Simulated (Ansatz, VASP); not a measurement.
**KMgF3 in VASP and in Ansatz**

File INCAR:

```
SYSTEM = KMgF3
ALGO = Normal
EDIFF = 1E-6
ENCUT = 520
GGA = PE
ISIF = 2
ISMEAR = 0
LASPH = .TRUE.
LCHARG = .FALSE.
LREAL = .FALSE.
LWAVE = .FALSE.
NBANDS = 24
NELM = 80
PREC = Accurate
SIGMA = 0.05
```

KPOINTS

```
k-points
0
G
  6 6 6
  0 0 0
```

POSCAR

```
KMgF3
1.0
    3.9859000000      0.0000000000      0.0000000000
    0.0000000000      3.9859000000      0.0000000000
    0.0000000000      0.0000000000      4.1054770000
K Mg F
1 1 3
Direct
    0.5000000000      0.5000000000      0.5000000000
    0.0000000000      0.0000000000      0.0000000000
    0.5000000000      0.0000000000      0.0000000000
    0.0000000000      0.5000000000      0.0000000000
    0.0000000000      0.0000000000      0.5000000000
```

Input for Ansatz:

```yaml
crystal:
  lattice:
    - [3.9859, 0.0, 0.0]
    - [0.0, 3.9859, 0.0]
    - [0.0, 0.0, 4.105477]
  atoms:
    - { symbol: K, position: [0.5, 0.5, 0.5] }
    - { symbol: Mg, position: [0.0, 0.0, 0.0] }
    - { symbol: F, position: [0.5, 0.0, 0.0] }
    - { symbol: F, position: [0.0, 0.5, 0.0] }
    - { symbol: F, position: [0.0, 0.0, 0.5] }
basis:
  ecutwfc: 420
kpoints:
  mp_grid: { grid: [6, 6, 6] }
hamiltonian:
  xc: pbe
scf:
  occupations: { method: gaussian, width: 0.05 }
output:
  forces: true
  stress: true
  eigenvalues: true
```

Change from the starting cell: strain +0.000 along x and y, +0.030 along z, atoms carried along.

Alike in both runs: task single point; functional PBE; k mesh 6 × 6 × 6; occupations gaussian, width 0.05 eV; no spin polarisation.

```csv
,VASP,Ansatz
version,VASP 6.6.1,Ansatz 0.2.0
potentials or method,"VASP PAW PBE potentials, release 64 (K_sv, Mg, F), cutoff 520 eV","scalar-relativistic, plane waves, PAW"
valence electrons in the cell,32,40
```

```csv
,VASP,Ansatz,Ansatz less VASP
gap on the k mesh at the Fermi level (eV),7.07,7.10,+0.031
least direct gap on the mesh (eV),7.40,7.43,+0.028
pressure (GPa),1.2,1.6,+0.43
"traceless stress, the component that is largest in VASP (GPa)",-1.73,-1.72,+0.005
```

VASP's potentials hold 32 valence electrons a cell and Ansatz's 40, so a difference there can come from the potentials and not from the codes.
